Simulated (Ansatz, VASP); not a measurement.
Two plane-wave programs on Te

```xyz
1
Lattice="2.2886 1.3213 1.8558 -2.2886 1.3213 1.8558 0.0000 -2.6427 1.8558" Properties=species:S:1:pos:R:3 pbc="T T T"
Te    0.0000    0.0000    2.7836
```

Alike in both runs: task single point; functional PBEsol; k mesh 15 × 15 × 15; occupations gaussian, width 0.15 eV; no spin polarisation.

|  | VASP | Ansatz |
| --- | --- | --- |
| version | VASP 6.6.1 | Ansatz 0.2.0 |
| potentials or method | VASP PAW PBE potentials, release 64 (Te), cutoff 520 eV | scalar-relativistic, plane waves, PAW |
| valence electrons in the cell | 6 | 16 |

```tsv
	VASP	Ansatz	Ansatz less VASP
gap on the k mesh at the Fermi level (eV)	none	none	-
pressure (GPa)	-3.7	-3.7	-0.02
```

VASP's potentials were made for PBE, not for PBEsol. A gap of «none» marks a metal or a gap that the smearing closes. VASP's potentials hold 6 valence electrons a cell and Ansatz's 16, so a difference there can come from the potentials and not from the codes.

Spin-orbit coupling is off throughout.
